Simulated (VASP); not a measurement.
Crystal: Se.

```
CELL_PARAMETERS angstrom
4.30719 0.00000 0.00000
-2.15360 3.73014 0.00000
0.00000 0.00000 4.88665
ATOMIC_POSITIONS crystal
Se 0.77460 0.77460 0.00000
Se 0.00000 0.22540 0.66667
Se 0.22540 0.00000 0.33333
```

Base run:

| Item | Value |
| --- | --- |
| Program | VASP 6.6.1 |
| Functional | revPBE |
| Potentials or basis | VASP PAW PBE potentials, release 64 (Se) |
| Cutoff | 520 eV |
| k mesh | 7 × 7 × 6 |
| Occupations | fermi-dirac, width 0.05 eV |
| Spin | no spin polarisation |

Its results: band gap on the k mesh 1.23 eV (least direct gap 1.55 eV); pressure 7.0 GPa; largest force 0.879 eV/Å.

Question: The run is repeated on the same cell with these changes: functional from revPBE to r2SCAN; dispersion from none to D3(BJ). What comes out?

Answer: Band gap on the k mesh 1.42 eV (least direct gap 1.76 eV); pressure 3.1 GPa; largest force 0.489 eV/Å.

Several settings changed at once.

Caveats: the cell stands under pressure; the PAW data sets were made with another functional, which shifts forces and pressure a little.

A k mesh can miss the band edges.
